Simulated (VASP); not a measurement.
A run of VASP 6.6.1 is set up as follows.

File INCAR:

```
PREC = Accurate
ENCUT = 600
EDIFF = 1E-6
ISMEAR = -1
SIGMA = 0.05
LREAL = F
LASPH = T
NELM = 80
ALGO = Normal
ISIF = 3
LWAVE = F
LCHARG = F
IBRION = 2
NSW = 60
EDIFFG = -0.005
```

The input KPOINTS:

```
Automatic mesh
0
Gamma
  14 14 14
```

File POSCAR:

```
Hg
1.0
    2.9046410032      0.0000000000      0.0000000000
    0.0000000000      2.9046410032      0.0000000000
    0.0000000000      0.0000000000      2.9046410032
Hg
1
Direct
    0.0000000000      0.0000000000      0.0000000000
```

Potentials or basis: VASP PAW LDA potentials, release 64 (Hg).

Command:

```console
$ cat potpaw_LDA.64/Hg/POTCAR > POTCAR
$ mpirun -np 1 vasp_std > vasp.out
```

Predict the relaxed volume.

24.54 Å³/atom.

Predict the relaxed cell.

a = 2.906 Å, b = 2.906 Å, c = 2.906 Å, α = 90.00°, β = 90.00°, γ = 90.00°.

Predict the band gap on the k mesh.

zero (bands 6 and 7 overlap by 7.12 eV).

Estimate the space group after relaxing (to 0.1 Å).

Pm-3m (No. 221).

Final structure:
```
CELL_PARAMETERS angstrom
2.90589 0.00000 0.00000
0.00000 2.90589 0.00000
0.00000 0.00000 2.90589
ATOMIC_POSITIONS crystal
Hg 0.00000 0.00000 0.00000
```

Caveat: spin-orbit coupling is left out, which moves the levels of the heavy elements.
